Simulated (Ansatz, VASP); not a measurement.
## Re: VASP beside Ansatz

The input INCAR:

```
PREC = Accurate ; ENCUT = 520
EDIFF = 1E-6 ; ISMEAR = -1
SIGMA = 0.1 ; LREAL = F
LASPH = T ; NELM = 100
ALGO = Normal ; ISIF = 2
LWAVE = F ; LCHARG = F
NBANDS = 10
```

KPOINTS

```
Automatic mesh
0
Gamma
  14 14 14
```

The input POSCAR:

```
Re
1.0
    2.5394947864      0.0000000000      0.0000000000
    0.0000000000      2.5394947864      0.0000000000
    0.0000000000      0.0000000000      2.5394947864
Re
1
Direct
    0.0000000000      0.0000000000      0.0000000000
```

Input for Ansatz:

```yaml
crystal:
  lattice:
    - [2.5394947864, 0.0, 0.0]
    - [0.0, 2.5394947864, 0.0]
    - [0.0, 0.0, 2.5394947864]
  atoms:
    - { symbol: Re, position: [0.0, 0.0, 0.0] }
hamiltonian:
  xc: lda
  pseudopotentials:
    kind: paw
    azcp:
      Re: "pseudopotentials/Re.paw.azcp"
basis:
  ecutwfc: 420
  fft_grid_basis: typed
kpoints:
  mp_grid: { grid: [14, 14, 14], shift: [0, 0, 0] }
magnetization:
  spin_polarized: false
scf:
  occupations: { method: fermi_dirac, width: 0.1 }
  lower_state_search: "off"
output:
  stress: true
```

Alike in both runs: task single point; functional LDA; k mesh 14 × 14 × 14; occupations fermi-dirac, width 0.1 eV; no spin polarisation.

|  | VASP | Ansatz |
| --- | --- | --- |
| version | VASP 6.6.1 | Ansatz 0.2.0 |
| potentials or method | VASP PAW LDA potentials, release 64 (Re), cutoff 520 eV | plane waves (420 eV) with PAW, scalar-relativistic |
| valence electrons in the cell | 7 | 15 |

|  | VASP | Ansatz | Ansatz less VASP |
| --- | --- | --- | --- |
| pressure (GPa) | -0.6 | -0.6 | -0.01 |

Ansatz warns that its potentials were made for another functional, while VASP's fit it. LDA's correlation is that of Perdew and Zunger in VASP and of Perdew and Wang (1992) in Ansatz. VASP's potentials hold 7 valence electrons a cell and Ansatz's 15, so a difference there can come from the potentials and not from the codes.

Spin-orbit coupling is off throughout.
